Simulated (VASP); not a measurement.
# Nb: single point with PBEsol

The system is Nb.

```
CELL_PARAMETERS angstrom
-1.63779 1.63779 1.63779
1.63779 -1.63779 1.63779
1.63779 1.63779 -1.63779
ATOMIC_POSITIONS crystal
Nb 0.00000 0.00000 0.00000
```

```json
{"Program": "VASP 6.6.1", "Task": "single point", "Functional": "PBEsol", "Potentials or basis": "VASP PAW PBE potentials, release 64 (Nb_sv)", "Cutoff": "500 eV", "k mesh": "8 × 8 × 8", "Occupations": "gaussian, width 0.1 eV", "Spin": "no spin polarisation"}
```

| Item | Value |
| --- | --- |
| Pressure | -0.3 GPa |

Levels at points of the mesh, in eV from the Fermi level:
```
           k point  band 4  band 5  band 6  band 7  band 8  band 9
(0.00, 0.00, 0.00)  -29.38   -5.87    0.49    0.49    0.49    3.48
(0.50, 0.00, 0.00)  -29.40   -3.70   -1.61    2.55    3.53    4.24
(0.50, 0.50, 0.50)  -30.39   -3.74   -3.74    5.93    5.93    5.93
```

Wall time 14 s on 1 thread of Intel Xeon 8259CL, with other jobs on the host, peak memory 0.13 GiB.

Caveat: the PAW data sets were made with another functional, which shifts forces and pressure a little.
